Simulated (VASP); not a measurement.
# BN (P6_3/mmc) in VASP: notebook

Runs on BN. Level: LDA. Tasks: single point.

All numbers are computed with VASP 6.6.1; they aren't measurements. Logs are shortened: lines on timing, memory, paths and dates and some standing lists are left out, and cuts for length are marked.

## Step 1: The cell of the first run

Symmetry: P6_3/mmc, No. 194, hexagonal system. The conventional cell has a = 2.488 Å, b = 2.488 Å, c = 6.495 Å, α = 90.00°, β = 90.00°, γ = 120.00°. B (site symmetry -6m2) has 3 N at 1.44 Å within 1.9 Å. Within 1.9 Å of N (site symmetry -6m2) lie 3 B at 1.44 Å.

## Step 2: Single point, LDA

Contents of INCAR:

```
ALGO = Normal ; EDIFF = 1E-6
ENCUT = 520 ; GGA = CA
ISIF = 2 ; ISMEAR = 0
LASPH = True ; LCHARG = False
LREAL = False ; LWAVE = False
NBANDS = 16 ; NELM = 60
PREC = Accurate ; SIGMA = 0.02
```

Contents of KPOINTS:

```
k-points
0
Gamma
  12 12 4
```

Contents of POSCAR:

```
BN
1.0
    2.4883517152      0.0000000000      0.0000000000
   -1.2441758576      2.1549757989      0.0000000000
    0.0000000000      0.0000000000      6.4952714932
B N
2 2
Direct
    0.3333333333      0.6666666667      0.2500000000
    0.6666666667      0.3333333333      0.7500000000
    0.3333333333      0.6666666667      0.7500000000
    0.6666666667      0.3333333333      0.2500000000
```

Potentials or basis: VASP PAW LDA potentials, release 64 (B, N).

Launch:

```console
$ cat potpaw_LDA.64/B/POTCAR potpaw_LDA.64/N/POTCAR > POTCAR
$ mpirun -np 1 vasp_std > vasp.out
```

OUTCAR:

```text
EDIFF = 1E-6
   ENCUT = 520
   GGA = CA
   ISIF = 2
   ISMEAR = 0
   LASPH = True
   LREAL = False
   NELM = 60
   PREC = Accurate

 ion  position               nearest neighbor table
   1  0.333  0.667  0.250-   4 1.44   4 1.44   4 1.44
   2  0.667  0.333  0.750-   3 1.44   3 1.44   3 1.44
   3  0.333  0.667  0.750-   2 1.44   2 1.44   2 1.44
   4  0.667  0.333  0.250-   1 1.44   1 1.44   1 1.44

  LATTYP: Found a hexagonal cell.
 ALAT       =     2.4883517152
 C/A-ratio  =     2.6102706677

  Lattice vectors:

 A1 = (   2.4883517152,   0.0000000000,   0.0000000000)
 A2 = (  -1.2441758576,   2.1549757989,   0.0000000000)
 A3 = (   0.0000000000,   0.0000000000,   6.4952714932)

Analysis of symmetry for initial positions (statically):
=====================================================================
 Subroutine PRICEL returns:
 Original cell was already a primitive cell.

 Routine SETGRP: Setting up the symmetry group for a
 hexagonal supercell.

 Subroutine GETGRP returns: Found 24 space group operations
 (whereof 12 operations were pure point group operations)
 out of a pool of 24 trial point group operations.

The static configuration has the point symmetry D_3d.
 The point group associated with its full space group is D_6h.

Analysis of symmetry for dynamics (positions and initial velocities):
=====================================================================
 Subroutine PRICEL returns:
 Original cell was already a primitive cell.

 Routine SETGRP: Setting up the symmetry group for a
 hexagonal supercell.

 Subroutine GETGRP returns: Found 24 space group operations
 (whereof 12 operations were pure point group operations)
 out of a pool of 24 trial point group operations.

The dynamic configuration has the point symmetry D_3d.
 The point group associated with its full space group is D_6h.

 Subroutine INISYM returns: Found 24 space group operations
 (whereof 12 operations are pure point group operations),
 and found     1 'primitive' translations

----------------------------------------------------------------------------------------

                                     Primitive cell

  volume of cell :      34.8298

  direct lattice vectors                    reciprocal lattice vectors
     2.488351715  0.000000000  0.000000000     0.401872450  0.232021167  0.000000000
    -1.244175858  2.154975799  0.000000000     0.000000000  0.464042334  0.000000000
     0.000000000  0.000000000  6.495271493     0.000000000  0.000000000  0.153958153

  length of vectors
     2.488351715  2.488351715  6.495271493     0.464042334  0.464042334  0.153958153

  position of ions in fractional coordinates (direct lattice)
     0.333333333  0.666666667  0.250000000
     0.666666667  0.333333333  0.750000000
     0.333333333  0.666666667  0.750000000
     0.666666667  0.333333333  0.250000000

  ion indices of the primitive-cell ions
   primitive index   ion index
                 1           1
                 2           2
                 3           3
                 4           4

----------------------------------------------------------------------------------------

 KPOINTS: k-points

Automatic generation of k-mesh.
 Grid dimensions read from file:
 generate k-points for:   12   12    4

 Generating k-lattice:

  Cartesian coordinates                     Fractional coordinates (reciprocal lattice)
     0.033489371  0.019335097  0.000000000     0.083333333  0.000000000  0.000000000
     0.000000000  0.038670195  0.000000000     0.000000000  0.083333333  0.000000000
     0.000000000  0.000000000  0.038489538     0.000000000  0.000000000  0.250000000

  Length of vectors
     0.038670195  0.038670195  0.038489538

  Shift w.r.t. Gamma in fractional coordinates (k-lattice)
     0.000000000  0.000000000  0.000000000

 Subroutine IBZKPT returns following result:
 ===========================================

 Found     57 irreducible k-points:

 Following reciprocal coordinates:
            Coordinates               Weight
  0.000000  0.000000  0.000000      1.000000
  0.083333 -0.000000  0.000000      6.000000
  0.166667 -0.000000  0.000000      6.000000
  0.250000 -0.000000  0.000000      6.000000
  0.333333 -0.000000  0.000000      6.000000
  0.416667 -0.000000  0.000000      6.000000
[... 16 lines left out ...]
  0.250000 -0.000000  0.250000     12.000000
  0.333333 -0.000000  0.250000     12.000000
 [... further k-points ...]
   k-points           NKPTS =     57   k-points in BZ     NKDIM =     57   number of bands    NBANDS=     16
   number of dos      NEDOS =    301   number of ions     NIONS =      4
   total plane-waves  NPLWV =  19200
   dimension x,y,z NGX =    20 NGY =   20 NGZ =   48
   dimension x,y,z NGXF=    40 NGYF=   40 NGZF=   96
   ions per type =               2   2
   NGX,Y,Z   is equivalent  to a cutoff of  13.36, 13.36, 12.29 a.u.
   NGXF,Y,Z  is equivalent  to a cutoff of  26.72, 26.72, 24.57 a.u.
 SYSTEM =  unknown system
   PREC   = accura    normal or accurate (medium, high low for compatibility)
   ISTART =      0    job   : 0-new  1-cont  2-samecut
   ICHARG =      2    charge: 1-file 2-atom 10-const
   ISPIN  =      1    spin polarized calculation?
   LNONCOLLINEAR =      F non collinear calculations
   LSORBIT =      F    spin-orbit coupling
   LASPH  =      T    aspherical Exc in radial PAW
   ENCUT  =  520.0 eV  38.22 Ry    6.18 a.u.   4.63  4.63 12.08*2*pi/ulx,y,z
   NELM   =     60;   NELMIN=  2; NELMDL= -5     # of ELM steps
   EDIFF  = 0.1E-05   stopping-criterion for ELM
   LREAL  =      F    real-space projection
   EDIFFG = 0.1E-04   stopping-criterion for IOM
   NSW    =      0    number of steps for IOM
   IBRION =     -1    ionic relax: 0-MD 1-quasi-New 2-CG
   NFREE  =      0    steps in history (QN), initial steepest desc. (CG)
   ISIF   =      2    stress and relaxation
   ISYM   =      2    0-nonsym 1-usesym 2-fastsym
   POTIM  = 0.5000    time-step for ionic-motion
   TEBEG  =    0.0;   TEEND  =   0.0 temperature during run
   PSTRESS=    0.0 pullay stress
   NELECT =      16.0000    total number of electrons
   NUPDOWN=      -1.0000    fix difference up-down
   EMIN   =  10.00;   EMAX   =-10.00  energy-range for DOS
   EFERMI =   0.00;   METHOD = LEGACY
   ISMEAR =     0;   SIGMA  =   0.02  broadening in eV -4-tet -1-fermi 0-gaus
   EFERMI_NEDOS =   21; number of points for ismear=-14 and -15
   IALGO  =     38    algorithm
   IMIX   =      4    mixing-type and parameters
     AMIX     =   0.40;   BMIX     =  1.00
     AMIX_MAG =   1.60;   BMIX_MAG =  1.00
  volume/ion in A,a.u.               =       8.71        58.76
  Fermi-wavevector in a.u.,A,eV,Ry     =   1.263177  2.387059 21.709688  1.595617
  Thomas-Fermi vector in A             =   2.396548
   LORBIT       =      0    0 simple, 1 ext, 2 COOP (PROOUT), +10 PAW based schemes
   GGA     = CA    functional components
   LHFCALC =     F    Hartree Fock is set to
   AEXX    =    0.0000 exact exchange contribution
   IVDW    =     0    specifies the selected vdW correction
   LEPSILON=     F    determine dielectric tensor
   LRPA    =     F    only Hartree local field effects (RPA)
 non-spin polarized calculation
 Gauss-broadening in eV      SIGMA  =   0.02
  energy-cutoff  :      520.00
  volume of cell :       34.83
 maximum number of plane-waves:       961
 NGX is ok and might be reduce to    20
   NGX =  9   NGY =  9   NGZ = 25

 number of electron      16.0000002 magnetization

 Free energy of the ion-electron system (eV)
  ---------------------------------------------------
  ext. energy  EPLUGINS =         0.00000000
  ---------------------------------------------------
  free energy    TOTEN  =       -38.58037549 eV

  energy without entropy =      -38.58037549  energy(sigma->0) =      -38.58037549

 E-fermi :   2.5985     XC(G=0): -10.6985

 val. band max:        2.4324250034   @ k =   0.3333   0.2500   0.0000
 cond. band min:       6.4859583453   @ k =   0.5000  -0.0000   0.0000
 fundamental gap:      4.0535333419
 Fermi energy:         2.5985320161

 k-point     1 :       0.0000    0.0000    0.0000
  band No.  band energies     occupation
      1     -15.3127      2.00000
      2     -14.9435      2.00000
      3      -4.1126      2.00000
      4      -1.6695      2.00000
      5       1.0939      2.00000
      6       1.0939      2.00000
[... 8 lines left out ...]
     15      15.1775      0.00000
     16      15.5058      0.00000

 k-point     2 :       0.0833   -0.0000    0.0000
  band No.  band energies     occupation
      1     -15.1742      2.00000
      2     -14.8108      2.00000
      3      -3.9214      2.00000
      4      -1.4994      2.00000
      5       0.5412      2.00000
      6       0.5832      2.00000
[... 8 lines left out ...]
     15      14.9863      0.00000
     16      15.6084      0.00000

 k-point     3 :       0.1667   -0.0000    0.0000
  band No.  band energies     occupation
      1     -14.7661      2.00000
      2     -14.4200      2.00000
      3      -3.3545      2.00000
      4      -0.9996      2.00000
      5      -0.8693      2.00000
      6      -0.8170      2.00000
[... 8 lines left out ...]
     15      16.3669      0.00000
     16      16.6452      0.00000

 k-point     4 :       0.2500   -0.0000    0.0000
  band No.  band energies     occupation
      1     -14.1133      2.00000
      2     -13.7978      2.00000
      3      -2.6735      2.00000
      4      -2.5950      2.00000
      5      -2.4356      2.00000
      6      -0.5707      2.00000
[... 8 lines left out ...]
     15      17.8435      0.00000
     16      18.5306      0.00000
[... 324 lines left out ...]
 k-point    22 :       0.1667   -0.0000    0.2500
  band No.  band energies     occupation
      1     -14.7185      2.00000
      2     -14.4741      2.00000
      3      -3.0727      2.00000
      4      -1.4528      2.00000
      5      -0.8549      2.00000
      6      -0.7979      2.00000
[... 8 lines left out ...]
     15      16.2483      0.00000
     16      16.3457      0.00000

 k-point    23 :       0.2500   -0.0000    0.2500
  band No.  band energies     occupation
      1     -14.0697      2.00000
      2     -13.8467      2.00000
      3      -2.6900      2.00000
      4      -2.6159      2.00000
      5      -2.1315      2.00000
      6      -0.5955      2.00000
[... 8 lines left out ...]
     15      18.5482      0.00000
     16      18.6438      0.00000

 k-point    24 :       0.3333   -0.0000    0.2500
  band No.  band energies     occupation
      1     -13.2424      2.00000
      2     -13.0544      2.00000
      3      -4.4722      2.00000
      4      -4.3986      2.00000
      5      -1.2009      2.00000
      6      -1.1478      2.00000
[... 8 lines left out ...]
     15      19.2429      0.00000
     16      21.0996      0.00000

 [... further k-points ...]

------------------------ aborting loop because EDIFF is reached ----------------------------------------

  FORCE on cell =-STRESS in cart. coord.  units (eV):
  Direction    XX          YY          ZZ          XY          YZ          ZX
  --------------------------------------------------------------------------------------
  -------------------------------------------------------------------------------------
  Total        0.2266090      0.2266090     -0.0443850      0.0000000      0.0000000      0.0000000
  in kB       10.4240457     10.4240457     -2.0417156      0.0000000      0.0000000      0.0000000
  external PRESSURE =       6.2687919 kB  Pullay stress =       0.0000000 kB

 VOLUME and BASIS-vectors are now :
 -----------------------------------------------------------------------------
  energy-cutoff  :      520.00
  volume of cell :       34.83
      direct lattice vectors                 reciprocal lattice vectors
     2.488351715  0.000000000  0.000000000     0.401872450  0.232021167  0.000000000
    -1.244175858  2.154975799  0.000000000     0.000000000  0.464042334  0.000000000
     0.000000000  0.000000000  6.495271493     0.000000000  0.000000000  0.153958153

 POSITION                                       TOTAL-FORCE (eV/Angst)
 -----------------------------------------------------------------------------------
     -0.00000      1.43665      1.62382         0.000000      0.000000      0.000000
      1.24418      0.71833      4.87145         0.000000     -0.000000      0.000000
     -0.00000      1.43665      4.87145         0.000000     -0.000000      0.000000
      1.24418      0.71833      1.62382        -0.000000      0.000000      0.000000
 -----------------------------------------------------------------------------------
    total drift:                               -0.000000      0.000000      0.000000

  FREE ENERGIE OF THE ION-ELECTRON SYSTEM (eV)
  ---------------------------------------------------
  free  energy   TOTEN  =       -38.5803754929 eV

  energy  without entropy=      -38.5803754929  energy(sigma->0) =      -38.58037549
```

Wall time 12 s (1 thread of Intel Xeon 6975P-C (Granite Rapids), shared host); peak memory 0.14 GiB.

Results:

```yaml
Free_energy: -38.5804 eV
Pressure: 0.6 GPa
Band_gap_on_the_k_mesh: 4.05 eV, indirect (least direct gap 4.47 eV)
```

Stress tensor (GPa, compression positive):
```
 1.04  0.00  0.00
 0.00  1.04  0.00
 0.00  0.00 -0.20
```

Levels at points of the mesh, in eV from the valence-band top:
```tsv
k point	band 6	band 7	band 8	band 9	band 10	band 11
(0.00, 0.00, 0.00)	-1.34	-1.29	-1.29	5.07	10.36	11.56
(0.50, 0.00, 0.00)	-4.13	-1.59	-0.42	4.05	5.65	9.64
(0.00, 0.00, 0.50)	-1.32	-1.32	-1.32	7.64	7.64	11.63
(0.50, 0.00, 0.50)	-4.17	-0.98	-0.98	4.57	4.57	10.10
```

## Step 3: Single point, LDA

Contents of INCAR:

```
PREC = Accurate ; ENCUT = 520
EDIFF = 1E-6 ; ISMEAR = 0
SIGMA = 0.05 ; LREAL = False
LASPH = True ; NELM = 100
ALGO = Normal ; ISIF = 2
LWAVE = False ; LCHARG = False
NBANDS = 16
```

Contents of KPOINTS:

```
Automatic mesh
0
Gamma
  12 12 4
```

POSCAR is that of step 2.

Potentials or basis: VASP PAW LDA potentials, release 64 (B, N).

Launch:

```console
$ cat potpaw_LDA.64/B/POTCAR potpaw_LDA.64/N/POTCAR > POTCAR
$ mpirun -np 1 vasp_std > vasp.out
```

It took 14 s on 1 thread of Intel Xeon 6975P-C (Granite Rapids), shared host; peak memory 0.14 GiB.

The run converged. Its results:

- Free energy: -38.5804 eV
- Pressure: 0.6 GPa
- Band gap on the k mesh: 4.05 eV, indirect (least direct gap 4.47 eV)

Stress tensor (GPa, compression positive):
```
 1.04  0.00  0.00
 0.00  1.04  0.00
 0.00  0.00 -0.20
```

Levels at points of the mesh, in eV from the valence-band top:
```csv
k point,band 4,band 5,band 6,band 7,band 8,band 9,band 10,band 11,band 12,band 13
"(0.00, 0.00, 0.00)",-4.10,-1.34,-1.34,-1.29,-1.29,5.07,10.36,11.56,11.56,11.71
"(0.50, 0.00, 0.00)",-8.89,-4.21,-4.13,-1.59,-0.42,4.05,5.65,9.64,10.10,12.45
"(0.00, 0.00, 0.50)",-5.47,-1.32,-1.32,-1.32,-1.32,7.64,7.64,11.63,11.63,11.63
"(0.50, 0.00, 0.50)",-8.93,-4.17,-4.17,-0.98,-0.98,4.57,4.57,10.10,10.10,13.40
```
